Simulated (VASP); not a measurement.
# TiO (P4mm) in VASP: further runs, part 2 of 2

VASP 6.6.1.

## Step 4: Single point, PBEsol

File INCAR:

```
SYSTEM = TiO
  ALGO = Normal
  EDIFF = 1E-7
  ENCUT = 520
  GGA = PS
  ISIF = 2
  ISMEAR = 0
  LASPH = .TRUE.
  LCHARG = .TRUE.
  LELF = .TRUE.
  LREAL = .FALSE.
  LVHAR = .TRUE.
  LWAVE = .FALSE.
  NBANDS = 36
  NELM = 80
  PREC = Accurate
  SIGMA = 0.15
```

File KPOINTS:

```
k-points
0
G
  12 12 12
  0 0 0
```

File POSCAR:

```
TiO
1.0
    4.0335084229      0.0000000000      0.0000000000
    0.0000000000      4.0335084229      0.0000000000
    0.0000000000      0.0000000000      4.0335084229
Ti O
3 3
Direct
    0.5000000000      0.5000000000      0.0000000000
    0.0000000000      0.5000000000      0.5000000000
    0.5000000000      0.0000000000      0.5000000000
    0.0123961561      0.5000000000      0.0000000000
    0.5123961561      0.0000000000      0.0000000000
    0.0123961561      0.0000000000      0.5000000000
```

Potentials or basis: VASP PAW PBE potentials, release 64 (Ti_sv, O).

On the command line:

```bash
$ cat potpaw_PBE.64/Ti_sv/POTCAR potpaw_PBE.64/O/POTCAR > POTCAR
$ mpirun -np 1 vasp_std > vasp.out
```

OUTCAR:

```text
SYSTEM = TiO
   EDIFF = 1E-7
   ENCUT = 520
   GGA = PS
   ISIF = 2
   ISMEAR = 0
   LASPH = .TRUE.
   LREAL = .FALSE.
   NELM = 80
   PREC = Accurate

 ion  position               nearest neighbor table
   1  0.500  0.500  0.000-   4 1.97   5 2.02   5 2.02   4 2.07   3 2.85   2 2.85   3 2.85   3 2.85
                             2 2.85   3 2.85   2 2.85   2 2.85
   2  0.000  0.500  0.500-   4 2.02   6 2.02   4 2.02   6 2.02   1 2.85   1 2.85   3 2.85   3 2.85
                             1 2.85   3 2.85   1 2.85   3 2.85
   3  0.500  0.000  0.500-   6 1.97   5 2.02   5 2.02   6 2.07   2 2.85   1 2.85   1 2.85   1 2.85
                             2 2.85   1 2.85   2 2.85   2 2.85
   4  0.012  0.500  0.000-   1 1.97   2 2.02   2 2.02   1 2.07
   5  0.512  0.000  0.000-   1 2.02   3 2.02   3 2.02   1 2.02
   6  0.012  0.000  0.500-   3 1.97   2 2.02   2 2.02   3 2.07

  LATTYP: Found a simple cubic cell.
 ALAT       =     4.0335084229

  Lattice vectors:

 A1 = (   4.0335084229,   0.0000000000,   0.0000000000)
 A2 = (   0.0000000000,   4.0335084229,   0.0000000000)
 A3 = (   0.0000000000,   0.0000000000,   4.0335084229)

Analysis of symmetry for initial positions (statically):
=====================================================================
 Subroutine PRICEL returns:
 Original cell was already a primitive cell.

 Routine SETGRP: Setting up the symmetry group for a
 simple cubic supercell.

 Subroutine GETGRP returns: Found  8 space group operations
 (whereof  8 operations were pure point group operations)
 out of a pool of 48 trial point group operations.

The static configuration has the point symmetry C_4v.

Analysis of symmetry for dynamics (positions and initial velocities):
=====================================================================
 Subroutine PRICEL returns:
 Original cell was already a primitive cell.

 Routine SETGRP: Setting up the symmetry group for a
 simple cubic supercell.

 Subroutine GETGRP returns: Found  8 space group operations
 (whereof  8 operations were pure point group operations)
 out of a pool of 48 trial point group operations.

The dynamic configuration has the point symmetry C_4v.

 Subroutine INISYM returns: Found  8 space group operations
 (whereof  8 operations are pure point group operations),
 and found     1 'primitive' translations

----------------------------------------------------------------------------------------

                                     Primitive cell

  volume of cell :      65.6219

  direct lattice vectors                    reciprocal lattice vectors
     4.033508423  0.000000000  0.000000000     0.247923122  0.000000000  0.000000000
     0.000000000  4.033508423  0.000000000     0.000000000  0.247923122  0.000000000
     0.000000000  0.000000000  4.033508423     0.000000000  0.000000000  0.247923122

  length of vectors
     4.033508423  4.033508423  4.033508423     0.247923122  0.247923122  0.247923122

  position of ions in fractional coordinates (direct lattice)
     0.500000000  0.500000000  0.000000000
     0.000000000  0.500000000  0.500000000
     0.500000000  0.000000000  0.500000000
     0.012396156  0.500000000  0.000000000
     0.512396156  0.000000000  0.000000000
     0.012396156  0.000000000  0.500000000
[... 30 lines left out ...]

 Subroutine IBZKPT returns following result:
 ===========================================

 Found    196 irreducible k-points:

 Following reciprocal coordinates:
            Coordinates               Weight
  0.000000  0.000000  0.000000      1.000000
  0.083333  0.000000  0.000000      2.000000
  0.000000  0.083333  0.000000      4.000000
  0.166667  0.000000  0.000000      2.000000
  0.000000  0.166667  0.000000      4.000000
  0.250000  0.000000  0.000000      2.000000
[... 16 lines left out ...]
  0.000000  0.333333  0.083333      8.000000
  0.083333  0.000000  0.333333      8.000000
 [... further k-points ...]
   k-points           NKPTS =    196   k-points in BZ     NKDIM =    196   number of bands    NBANDS=     36
   number of dos      NEDOS =    301   number of ions     NIONS =      6
   total plane-waves  NPLWV =  27000
   dimension x,y,z NGX =    30 NGY =   30 NGZ =   30
   dimension x,y,z NGXF=    60 NGYF=   60 NGZF=   60
   ions per type =               3   3
   NGX,Y,Z   is equivalent  to a cutoff of  12.36, 12.36, 12.36 a.u.
   NGXF,Y,Z  is equivalent  to a cutoff of  24.73, 24.73, 24.73 a.u.
 SYSTEM =  TiO
   PREC   = accura    normal or accurate (medium, high low for compatibility)
   ISTART =      0    job   : 0-new  1-cont  2-samecut
   ICHARG =      2    charge: 1-file 2-atom 10-const
   ISPIN  =      1    spin polarized calculation?
   LNONCOLLINEAR =      F non collinear calculations
   LSORBIT =      F    spin-orbit coupling
   LASPH  =      T    aspherical Exc in radial PAW
   ENCUT  =  520.0 eV  38.22 Ry    6.18 a.u.   7.50  7.50  7.50*2*pi/ulx,y,z
   NELM   =     80;   NELMIN=  2; NELMDL= -5     # of ELM steps
   EDIFF  = 0.1E-06   stopping-criterion for ELM
   LREAL  =      F    real-space projection
   EDIFFG = 0.1E-05   stopping-criterion for IOM
   NSW    =      0    number of steps for IOM
   IBRION =     -1    ionic relax: 0-MD 1-quasi-New 2-CG
   NFREE  =      0    steps in history (QN), initial steepest desc. (CG)
   ISIF   =      2    stress and relaxation
   ISYM   =      2    0-nonsym 1-usesym 2-fastsym
   POTIM  = 0.5000    time-step for ionic-motion
   TEBEG  =    0.0;   TEEND  =   0.0 temperature during run
   PSTRESS=    0.0 pullay stress
   NELECT =      54.0000    total number of electrons
   NUPDOWN=      -1.0000    fix difference up-down
   EMIN   =  10.00;   EMAX   =-10.00  energy-range for DOS
   EFERMI =   0.00;   METHOD = LEGACY
   ISMEAR =     0;   SIGMA  =   0.15  broadening in eV -4-tet -1-fermi 0-gaus
   EFERMI_NEDOS =   21; number of points for ismear=-14 and -15
   IALGO  =     38    algorithm
   IMIX   =      4    mixing-type and parameters
     AMIX     =   0.40;   BMIX     =  1.00
     AMIX_MAG =   1.60;   BMIX_MAG =  1.00
  volume/ion in A,a.u.               =      10.94        73.81
  Fermi-wavevector in a.u.,A,eV,Ry     =   1.534110  2.899047 32.021215  2.353493
  Thomas-Fermi vector in A             =   2.641083
   LORBIT       =      0    0 simple, 1 ext, 2 COOP (PROOUT), +10 PAW based schemes
   GGA     = PS    functional components
   LHFCALC =     F    Hartree Fock is set to
   AEXX    =    0.0000 exact exchange contribution
   IVDW    =     0    specifies the selected vdW correction
   LEPSILON=     F    determine dielectric tensor
   LRPA    =     F    only Hartree local field effects (RPA)
 non-spin polarized calculation
 Gauss-broadening in eV      SIGMA  =   0.15
  energy-cutoff  :      520.00
  volume of cell :       65.62
 maximum number of plane-waves:      1791
 NGX is ok and might be reduce to    30
   NGX = 15   NGY = 15   NGZ = 15

 number of electron      53.9999975 magnetization

 Free energy of the ion-electron system (eV)
  ---------------------------------------------------
  ext. energy  EPLUGINS =         0.00000000
  ---------------------------------------------------
  free energy    TOTEN  =       -55.98945556 eV

  energy without entropy =      -55.93054205  energy(sigma->0) =      -55.95999880

 E-fermi :   8.3673     XC(G=0): -12.2549

 val. band max:        8.3672286901   @ k =   0.2500   0.4167   0.2500
 cond. band min:       8.3682659918   @ k =   0.5000   0.5000   0.0000
 fundamental gap:      0.0010373017
 Fermi energy:         8.3673066309

 k-point     1 :       0.0000    0.0000    0.0000
  band No.  band energies     occupation
      1     -48.5553      2.00000
      2     -48.3897      2.00000
      3     -48.3862      2.00000
      4     -25.1912      2.00000
      5     -25.1864      2.00000
      6     -25.1864      2.00000
[... 925 lines left out ...]
     35      11.1953      0.00000
     36      11.4453      0.00000

 [... further k-points ...]
[... 5 lines left out ...]
  --------------------------------------------------------------------------------------
  -------------------------------------------------------------------------------------
  Total        0.4571879      0.2733730      0.2733730      0.0000000      0.0000000      0.0000000
  in kB       11.1623696      6.6744773      6.6744773      0.0000000      0.0000000      0.0000000
  external PRESSURE =       8.1704414 kB  Pullay stress =       0.0000000 kB

 VOLUME and BASIS-vectors are now :
 -----------------------------------------------------------------------------
  energy-cutoff  :      520.00
  volume of cell :       65.62
      direct lattice vectors                 reciprocal lattice vectors
     4.033508423  0.000000000  0.000000000     0.247923122  0.000000000  0.000000000
     0.000000000  4.033508423  0.000000000     0.000000000  0.247923122  0.000000000
     0.000000000  0.000000000  4.033508423     0.000000000  0.000000000  0.247923122

 POSITION                                       TOTAL-FORCE (eV/Angst)
 -----------------------------------------------------------------------------------
      2.01675      2.01675      0.00000         0.508655     -0.000000      0.000000
      0.00000      2.01675      2.01675         0.266425     -0.000000      0.000000
      2.01675      0.00000      2.01675         0.508655     -0.000000      0.000000
      0.05000      2.01675      0.00000        -0.586882     -0.000000     -0.000000
      2.06675      0.00000      0.00000        -0.109971     -0.000000      0.000000
      0.05000      0.00000      2.01675        -0.586882      0.000000     -0.000000
 -----------------------------------------------------------------------------------
    total drift:                               -0.000521      0.000000     -0.000007

  FREE ENERGIE OF THE ION-ELECTRON SYSTEM (eV)
  ---------------------------------------------------
  free  energy   TOTEN  =       -55.9894555561 eV

  energy  without entropy=      -55.9305420460  energy(sigma->0) =      -55.95999880
```

Wall time 11 min (1 thread of Oxide Virtual Turin-like, shared host); peak memory 0.4 GiB.

Results:

```
Free energy            : -55.9895 eV
Pressure               : 0.8 GPa
Largest force          : 0.587 eV/Å
Band gap on the k mesh : zero (band 27 reaches 8.79 eV, above the bottom of band 28 at 6.81 eV)
```

Forces on the atoms (eV/Å):
```
Ti   0.509  0.000  0.000
Ti   0.266  0.000  0.000
Ti   0.509  0.000  0.000
O   -0.587  0.000  0.000
O   -0.110  0.000  0.000
O   -0.587  0.000  0.000
```

Levels at points of the mesh, in eV from the Fermi level:
```
           k point  band 23  band 24  band 25  band 26  band 27  band 28  band 29  band 30  band 31  band 32
(0.00, 0.00, 0.00)    -3.06    -3.06    -3.05    -1.59    -1.55    -1.55     1.36     1.39     1.39     2.21
(0.50, 0.00, 0.00)    -3.73    -3.73    -2.68    -1.17     0.42     0.42     0.75     1.37     1.64     1.64
(0.00, 0.50, 0.00)    -3.74    -3.72    -2.68    -1.16     0.41     0.42     0.76     1.37     1.61     1.62
(0.50, 0.50, 0.00)    -4.94    -2.57    -1.34    -0.79    -0.01     0.00     1.93     1.96     2.10     2.11
(0.00, 0.50, 0.50)    -4.97    -2.58    -1.34    -0.79     0.00     0.00     1.96     2.01     2.01     2.02
(0.50, 0.50, 0.50)    -3.02    -3.00    -0.68    -0.68    -0.67     0.60     2.75     2.75     2.76     2.87
```

Caveat: the cell differs from its parent crystal (all O atoms moved -0.050 Å, as atom 4 towards its neighbour atom 1 (Ti) at 2.017 Å); the PAW data sets were made with another functional, which shifts forces and pressure a little; semilocal functionals often make such compounds metallic where correlation or magnetic order opens a gap, which also shifts bond lengths.
